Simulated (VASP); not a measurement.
The system is GaN.

```xyz
2
Lattice="0.0000 2.2535 2.2535 2.2535 0.0000 2.2535 2.2535 2.2535 0.0000" Properties=species:S:1:pos:R:3 pbc="T T T"
Ga    0.0000    0.0000    0.0000
N     1.1268    1.1268    1.1268
```

- Program: VASP 6.6.1
- Task: relaxation of cell and atoms
- Functional: PBE
- Potentials or basis: VASP PAW PBE potentials, release 64 (Ga_d, N)
- Cutoff: 600 eV
- k mesh: 6 × 6 × 6
- Occupations: gaussian, width 0.1 eV
- Spin: no spin polarisation

At the start: pressure 4.9 GPa; volume 11.44 Å³/atom.

Task: Where does the relaxation end?

Result: Over 3 steps the energy falls by 4.6 meV/atom and the volume is 11.76 Å³/atom (+2.7 %); space group F-43m (No. 216, to 0.05 Å).

Step by step:
```csv
step,energy change (eV),largest force (eV/Å),pressure (GPa),volume (Å³)
1,0.0000,0.0000,4.88,22.89
2,-0.0028,0.0000,-3.72,24.06
3,-0.0093,0.0000,-0.08,23.51
```

Final structure:
```yaml
crystal:
  lattice:
    - [0.00000, 2.27388, 2.27388]
    - [2.27388, 0.00000, 2.27388]
    - [2.27388, 2.27388, 0.00000]
  atoms:
    - { symbol: Ga, position: [0.00000, 0.00000, 0.00000] }
    - { symbol: N, position: [0.25000, 0.25000, 0.25000] }
```
